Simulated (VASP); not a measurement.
# Pd (Fd-3m) in VASP: notebook

The runs below take Pd through single point, with LDA.

Everything below comes from runs of VASP 6.6.1. Logs are shortened: lines on timing, memory, paths and dates and some standing lists are left out, and cuts for length are marked.

## 1. The cell of the first run

It takes space group Fd-3m (No. 227, cubic). The conventional cell has a = 5.597 Å, b = 5.597 Å, c = 5.597 Å, α = 90.00°, β = 90.00°, γ = 90.00°. Within 3.2 Å of Pd (site symmetry -43m) lie 4 Pd at 2.42 Å.

## 2. Single point, LDA

File INCAR:

```
SYSTEM = Pd
PREC = Accurate ; ENCUT = 500
EDIFF = 1E-6 ; ISMEAR = -1
SIGMA = 0.05 ; LREAL = .FALSE.
LASPH = .TRUE. ; NELM = 120
ALGO = Normal ; ISIF = 2
LWAVE = .FALSE. ; LCHARG = .FALSE.
NBANDS = 17 ; GGA_COMPAT = .FALSE.
```

File KPOINTS:

```
regular mesh
0
G
  7 7 7
  0 0 0
```

File POSCAR:

```
Pd
1.0
    0.0000000000      2.7986623681      2.7986623681
    2.7986623681      0.0000000000      2.7986623681
    2.7986623681      2.7986623681      0.0000000000
Pd
2
Direct
    1.0000000000      1.0000000000      1.0000000000
    0.2500000000      0.2500000000      0.2500000000
```

Potentials or basis: VASP PAW LDA potentials, release 64 (Pd).

Command:

```sh
$ cat potpaw_LDA.64/Pd/POTCAR > POTCAR
$ mpirun -np 1 vasp_std > vasp.out
```

OUTCAR:

```text
SYSTEM = Pd
   PREC = Accurate
   ENCUT = 500
   EDIFF = 1E-6
   ISMEAR = -1
   LREAL = .FALSE.
   LASPH = .TRUE.
   NELM = 120
   ISIF = 2

 ion  position               nearest neighbor table
   1  0.000  0.000  0.000-   2 2.42   2 2.42   2 2.42   2 2.42
   2  0.250  0.250  0.250-   1 2.42   1 2.42   1 2.42   1 2.42

  LATTYP: Found a face centered cubic cell.
 ALAT       =     5.5973247362

  Lattice vectors:

 A1 = (   0.0000000000,   2.7986623681,   2.7986623681)
 A2 = (   2.7986623681,   0.0000000000,   2.7986623681)
 A3 = (   2.7986623681,   2.7986623681,   0.0000000000)

Analysis of symmetry for initial positions (statically):
=====================================================================
 Subroutine PRICEL returns:
 Original cell was already a primitive cell.

 Routine SETGRP: Setting up the symmetry group for a
 face centered cubic supercell.

 Subroutine GETGRP returns: Found 48 space group operations
 (whereof 24 operations were pure point group operations)
 out of a pool of 48 trial point group operations.

The static configuration has the point symmetry T_d .
 The point group associated with its full space group is O_h .

Analysis of symmetry for dynamics (positions and initial velocities):
=====================================================================
 Subroutine PRICEL returns:
 Original cell was already a primitive cell.

 Routine SETGRP: Setting up the symmetry group for a
 face centered cubic supercell.

 Subroutine GETGRP returns: Found 48 space group operations
 (whereof 24 operations were pure point group operations)
 out of a pool of 48 trial point group operations.

The dynamic configuration has the point symmetry T_d .
 The point group associated with its full space group is O_h .

 Subroutine INISYM returns: Found 48 space group operations
 (whereof 24 operations are pure point group operations),
 and found     1 'primitive' translations

----------------------------------------------------------------------------------------

                                     Primitive cell

  volume of cell :      43.8411

  direct lattice vectors                    reciprocal lattice vectors
     0.000000000  2.798662368  2.798662368    -0.178656778  0.178656778  0.178656778
     2.798662368  0.000000000  2.798662368     0.178656778 -0.178656778  0.178656778
     2.798662368  2.798662368  0.000000000     0.178656778  0.178656778 -0.178656778

  length of vectors
     3.957906277  3.957906277  3.957906277     0.309442616  0.309442616  0.309442616

  position of ions in fractional coordinates (direct lattice)
     0.000000000  0.000000000  0.000000000
     0.250000000  0.250000000  0.250000000

  ion indices of the primitive-cell ions
   primitive index   ion index
                 1           1
                 2           2

----------------------------------------------------------------------------------------

 KPOINTS: regular mesh

Automatic generation of k-mesh.
 Grid dimensions read from file:
 generate k-points for:    7    7    7

 Generating k-lattice:

  Cartesian coordinates                     Fractional coordinates (reciprocal lattice)
    -0.025522397  0.025522397  0.025522397     0.142857143  0.000000000  0.000000000
     0.025522397 -0.025522397  0.025522397     0.000000000  0.142857143  0.000000000
     0.025522397  0.025522397 -0.025522397     0.000000000  0.000000000  0.142857143

  Length of vectors
     0.044206088  0.044206088  0.044206088

  Shift w.r.t. Gamma in fractional coordinates (k-lattice)
     0.000000000  0.000000000  0.000000000

 Subroutine IBZKPT returns following result:
 ===========================================

 Found     20 irreducible k-points:

 Following reciprocal coordinates:
            Coordinates               Weight
  0.000000  0.000000  0.000000      1.000000
  0.142857  0.000000  0.000000      8.000000
  0.285714  0.000000  0.000000      8.000000
  0.428571  0.000000  0.000000      8.000000
  0.142857  0.142857  0.000000      6.000000
  0.285714  0.142857  0.000000     24.000000
[... 12 lines left out ...]
 -0.428571  0.428571  0.142857     24.000000
 -0.285714  0.428571  0.142857     24.000000
   k-points           NKPTS =     20   k-points in BZ     NKDIM =     20   number of bands    NBANDS=     17
   number of dos      NEDOS =    301   number of ions     NIONS =      2
   total plane-waves  NPLWV =  27000
   dimension x,y,z NGX =    30 NGY =   30 NGZ =   30
   dimension x,y,z NGXF=    60 NGYF=   60 NGZF=   60
   ions per type =               2
   NGX,Y,Z   is equivalent  to a cutoff of  12.60, 12.60, 12.60 a.u.
   NGXF,Y,Z  is equivalent  to a cutoff of  25.20, 25.20, 25.20 a.u.
 SYSTEM =  Pd
   PREC   = accura    normal or accurate (medium, high low for compatibility)
   ISTART =      0    job   : 0-new  1-cont  2-samecut
   ICHARG =      2    charge: 1-file 2-atom 10-const
   ISPIN  =      1    spin polarized calculation?
   LNONCOLLINEAR =      F non collinear calculations
   LSORBIT =      F    spin-orbit coupling
   LASPH  =      T    aspherical Exc in radial PAW
   ENCUT  =  500.0 eV  36.75 Ry    6.06 a.u.   7.22  7.22  7.22*2*pi/ulx,y,z
   NELM   =    120;   NELMIN=  2; NELMDL= -5     # of ELM steps
   EDIFF  = 0.1E-05   stopping-criterion for ELM
   LREAL  =      F    real-space projection
   EDIFFG = 0.1E-04   stopping-criterion for IOM
   NSW    =      0    number of steps for IOM
   IBRION =     -1    ionic relax: 0-MD 1-quasi-New 2-CG
   NFREE  =      0    steps in history (QN), initial steepest desc. (CG)
   ISIF   =      2    stress and relaxation
   ISYM   =      2    0-nonsym 1-usesym 2-fastsym
   POTIM  = 0.5000    time-step for ionic-motion
   TEBEG  =    0.0;   TEEND  =   0.0 temperature during run
   PSTRESS=    0.0 pullay stress
   NELECT =      20.0000    total number of electrons
   NUPDOWN=      -1.0000    fix difference up-down
   EMIN   =  10.00;   EMAX   =-10.00  energy-range for DOS
   EFERMI =   0.00;   METHOD = LEGACY
   ISMEAR =    -1;   SIGMA  =   0.05  broadening in eV -4-tet -1-fermi 0-gaus
   EFERMI_NEDOS =   21; number of points for ismear=-14 and -15
   IALGO  =     38    algorithm
   IMIX   =      4    mixing-type and parameters
     AMIX     =   0.40;   BMIX     =  1.00
     AMIX_MAG =   1.60;   BMIX_MAG =  1.00
  volume/ion in A,a.u.               =      21.92       147.93
  Fermi-wavevector in a.u.,A,eV,Ry     =   1.260253  2.381532 21.609276  1.588237
  Thomas-Fermi vector in A             =   2.393772
   LORBIT       =      0    0 simple, 1 ext, 2 COOP (PROOUT), +10 PAW based schemes
   GGA     = CA    functional components
   LHFCALC =     F    Hartree Fock is set to
   AEXX    =    0.0000 exact exchange contribution
   IVDW    =     0    specifies the selected vdW correction
   LEPSILON=     F    determine dielectric tensor
   LRPA    =     F    only Hartree local field effects (RPA)
 non-spin polarized calculation
  energy-cutoff  :      500.00
  volume of cell :       43.84
 maximum number of plane-waves:      1139
 NGX is ok and might be reduce to    30
   NGX = 15   NGY = 15   NGZ = 15

 number of electron      19.9999993 magnetization

 Free energy of the ion-electron system (eV)
  ---------------------------------------------------
  ext. energy  EPLUGINS =         0.00000000
  ---------------------------------------------------
  free energy    TOTEN  =       -10.19037139 eV

  energy without entropy =      -10.13396253  energy(sigma->0) =      -10.16216696

 E-fermi :   4.8421     XC(G=0): -10.8932

 val. band max:        4.8375070737   @ k =  -0.2857   0.1429   0.0000
 cond. band min:       4.8622229196   @ k =  -0.4286   0.2857   0.0000
 fundamental gap:      0.0247158459
 Fermi energy:         4.8420799839

 k-point     1 :       0.0000    0.0000    0.0000
  band No.  band energies     occupation
      1      -0.3180      2.00000
      2       0.9531      2.00000
      3       0.9531      2.00000
      4       1.1433      2.00000
      5       1.1433      2.00000
      6       1.1433      2.00000
[... 9 lines left out ...]
     16      17.6046      0.00000
     17      17.6344      0.00000

 k-point     2 :       0.1429    0.0000    0.0000
  band No.  band energies     occupation
      1      -0.0060      2.00000
      2       0.8068      2.00000
      3       0.8068      2.00000
      4       1.1534      2.00000
      5       1.3700      2.00000
      6       1.3700      2.00000
[... 9 lines left out ...]
     16      18.3675      0.00000
     17      19.0017      0.00000

 k-point     3 :       0.2857    0.0000    0.0000
  band No.  band energies     occupation
      1       0.6756      2.00000
      2       0.7829      2.00000
      3       0.7829      2.00000
      4       1.2745      2.00000
      5       1.4855      2.00000
      6       1.4855      2.00000
[... 9 lines left out ...]
     16      18.3755      0.00000
     17      18.3755      0.00000

 k-point     4 :       0.4286    0.0000    0.0000
  band No.  band energies     occupation
      1       0.9388      2.00000
      2       0.9388      2.00000
      3       1.0197      2.00000
      4       1.3067      2.00000
      5       1.3067      2.00000
      6       1.4061      2.00000
[... 9 lines left out ...]
     16      18.0048      0.00000
     17      18.0048      0.00000
[... 263 lines left out ...]
      1       0.4912      2.00000
      2       0.6114      2.00000
      3       1.2844      2.00000
      4       1.6188      2.00000
      5       1.7138      2.00000
      6       2.0755      2.00000
[... 9 lines left out ...]
     16      18.5674      0.00000
     17      19.8677      0.00000

 k-point    19 :      -0.4286    0.4286    0.1429
  band No.  band energies     occupation
      1       0.4318      2.00000
      2       0.5758      2.00000
      3       1.2604      2.00000
      4       1.4890      2.00000
      5       2.1437      2.00000
      6       2.4295      2.00000
[... 9 lines left out ...]
     16      16.5898      0.00000
     17      21.1270      0.00000

 k-point    20 :      -0.2857    0.4286    0.1429
  band No.  band energies     occupation
      1       0.3865      2.00000
      2       0.5361      2.00000
      3       1.3252      2.00000
      4       1.6814      2.00000
      5       2.0394      2.00000
      6       2.5048      2.00000
[... 9 lines left out ...]
     16      19.0706      0.00000
     17      20.3784      0.00000

------------------------ aborting loop because EDIFF is reached ----------------------------------------

  FORCE on cell =-STRESS in cart. coord.  units (eV):
  Direction    XX          YY          ZZ          XY          YZ          ZX
  --------------------------------------------------------------------------------------
  -------------------------------------------------------------------------------------
  Total        0.2841206      0.2841206      0.2841206     -0.0000000      0.0000000     -0.0000000
  in kB       10.3832143     10.3832143     10.3832143     -0.0000000      0.0000000     -0.0000000
  external PRESSURE =      10.3832143 kB  Pullay stress =       0.0000000 kB

 VOLUME and BASIS-vectors are now :
 -----------------------------------------------------------------------------
  energy-cutoff  :      500.00
  volume of cell :       43.84
      direct lattice vectors                 reciprocal lattice vectors
     0.000000000  2.798662368  2.798662368    -0.178656778  0.178656778  0.178656778
     2.798662368  0.000000000  2.798662368     0.178656778 -0.178656778  0.178656778
     2.798662368  2.798662368  0.000000000     0.178656778  0.178656778 -0.178656778

 POSITION                                       TOTAL-FORCE (eV/Angst)
 -----------------------------------------------------------------------------------
      0.00000      0.00000      0.00000         0.000000      0.000000      0.000000
      1.39933      1.39933      1.39933        -0.000000     -0.000000     -0.000000
 -----------------------------------------------------------------------------------
    total drift:                                0.000000     -0.000000      0.000000

  FREE ENERGIE OF THE ION-ELECTRON SYSTEM (eV)
  ---------------------------------------------------
  free  energy   TOTEN  =       -10.1903713852 eV

  energy  without entropy=      -10.1339625318  energy(sigma->0) =      -10.16216696
```

It took 28 s on 1 thread of AMD EPYC 7R13, shared host; peak memory 0.12 GiB.

What came out:

```yaml
Free_energy: -10.1904 eV
Pressure: 1.0 GPa
Band_gap_on_the_k_mesh: zero (band 10 reaches 4.95 eV, above the bottom of band 11 at 4.51 eV)
```

Levels at points of the mesh, in eV from the Fermi level:
```
           k point  band 8  band 9  band 10  band 11  band 12  band 13
(0.00, 0.00, 0.00)   -1.56   -1.56    -0.15    -0.15    12.34    12.34
```

## 3. Single point, LDA

This run uses another cell than the first one, of 22.25 Å³/atom, 1.015 times its volume.

File INCAR:

```
SYSTEM = Pd
ALGO = Normal
EDIFF = 1E-6
ENCUT = 500
GGA_COMPAT = .FALSE.
ISIF = 2
ISMEAR = -1
LASPH = .TRUE.
LCHARG = .TRUE.
LELF = .TRUE.
LREAL = .FALSE.
LVHAR = .TRUE.
LWAVE = .FALSE.
NBANDS = 17
NELM = 120
PREC = Accurate
SIGMA = 0.05
```

File KPOINTS:

```
k-points
0
G
  7 7 7
  0 0 0
```

File POSCAR:

```
Pd
1.0
    0.0000000000      2.8127972663      2.8127972663
    2.8127972663      0.0000000000      2.8127972663
    2.8127972663      2.8127972663      0.0000000000
Pd
2
Direct
    1.0000000000      1.0000000000      1.0000000000
    0.2500000000      0.2500000000      0.2500000000
```

Potentials or basis: VASP PAW LDA potentials, release 64 (Pd).

Command:

```sh
$ cat potpaw_LDA.64/Pd/POTCAR > POTCAR
$ mpirun -np 1 vasp_std > vasp.out
```

OUTCAR:

```text
SYSTEM = Pd
   EDIFF = 1E-6
   ENCUT = 500
   ISIF = 2
   ISMEAR = -1
   LASPH = .TRUE.
   LREAL = .FALSE.
   NELM = 120
   PREC = Accurate

 ion  position               nearest neighbor table
   1  0.000  0.000  0.000-   2 2.44   2 2.44   2 2.44   2 2.44
   2  0.250  0.250  0.250-   1 2.44   1 2.44   1 2.44   1 2.44

  LATTYP: Found a face centered cubic cell.
 ALAT       =     5.6255945326

  Lattice vectors:

 A1 = (   0.0000000000,   2.8127972663,   2.8127972663)
 A2 = (   2.8127972663,   0.0000000000,   2.8127972663)
 A3 = (   2.8127972663,   2.8127972663,   0.0000000000)

[... 579 lines left out ...]

  FORCE on cell =-STRESS in cart. coord.  units (eV):
  Direction    XX          YY          ZZ          XY          YZ          ZX
  --------------------------------------------------------------------------------------
  -------------------------------------------------------------------------------------
  Total       -0.1013037     -0.1013037     -0.1013037     -0.0000000     -0.0000000      0.0000000
  in kB       -3.6466213     -3.6466213     -3.6466213     -0.0000000     -0.0000000      0.0000000
  external PRESSURE =      -3.6466213 kB  Pullay stress =       0.0000000 kB

 VOLUME and BASIS-vectors are now :
 -----------------------------------------------------------------------------
  energy-cutoff  :      500.00
  volume of cell :       44.51
      direct lattice vectors                 reciprocal lattice vectors
     0.000000000  2.812797266  2.812797266    -0.177758990  0.177758990  0.177758990
     2.812797266  0.000000000  2.812797266     0.177758990 -0.177758990  0.177758990
     2.812797266  2.812797266  0.000000000     0.177758990  0.177758990 -0.177758990

 POSITION                                       TOTAL-FORCE (eV/Angst)
 -----------------------------------------------------------------------------------
      0.00000      0.00000      0.00000         0.000000      0.000000      0.000000
      1.40640      1.40640      1.40640        -0.000000     -0.000000     -0.000000
 -----------------------------------------------------------------------------------
    total drift:                                0.000000     -0.000000      0.000000

  FREE ENERGIE OF THE ION-ELECTRON SYSTEM (eV)
  ---------------------------------------------------
  free  energy   TOTEN  =       -10.1917706670 eV

  energy  without entropy=      -10.1351404768  energy(sigma->0) =      -10.16345557
```

Run time: 30 s. Hardware: 1 thread of AMD EPYC 7R13, shared host; peak memory 0.12 GiB.

Results:

```
Free energy            : -10.1918 eV
Pressure               : -0.4 GPa
Band gap on the k mesh : zero (band 10 reaches 4.78 eV, above the bottom of band 11 at 4.34 eV)
```

Levels at points of the mesh, in eV from the Fermi level:
| k point | band 6 | band 7 | band 8 | band 9 | band 10 | band 11 | band 12 | band 13 | band 14 | band 15 |
| --- | --- | --- | --- | --- | --- | --- | --- | --- | --- | --- |
| (0.00, 0.00, 0.00) | -3.62 | -1.52 | -1.52 | -1.52 | -0.15 | -0.15 | 12.22 | 12.22 | 12.22 | 12.59 |
